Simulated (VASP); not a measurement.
A run of VASP 6.6.1 is set up as follows.

Contents of INCAR:

```
SYSTEM = SiSnGe2
PREC = Accurate
ENCUT = 520
EDIFF = 1E-7
ISMEAR = -1
SIGMA = 0.15
LREAL = .False.
LASPH = .True.
NELM = 100
ALGO = Normal
ISIF = 2
LWAVE = .False.
LCHARG = .False.
GGA = PE
NBANDS = 31
```

File KPOINTS:

```
regular mesh
0
Gamma
  10 10 8
  0 0 0
```

POSCAR

```
SiSnGe2
1.0
    4.1321591572      0.0000000000      0.0000000000
    0.0000000000      4.1321591572      0.0000000000
    0.0000000000      0.0000000000      5.9010812855
Si Sn Ge
1 1 2
Direct
    0.0000000000      0.0000000000      0.0000000000
    0.5000000000      0.5000000000      0.5000000000
    0.5000000000      0.0000000000      0.7751016045
    0.0000000000      0.5000000000      0.2248983955
```

Potentials or basis: VASP PAW PBE potentials, release 64 (Si, Sn_d, Ge_d).

The run is started by

```console
$ cat potpaw_PBE.64/Si/POTCAR potpaw_PBE.64/Sn_d/POTCAR potpaw_PBE.64/Ge_d/POTCAR > POTCAR
$ mpirun -np 1 vasp_std > vasp.out
```

Problem. Predict the band gap on the k mesh.

Solution. Zero (band 23 reaches 5.40 eV, above the bottom of band 24 at 5.38 eV).

Problem. What does it give for the pressure?

Solution. 1.1 GPa.

Caveat: spin-orbit coupling is left out, which moves the levels of the heavy elements.
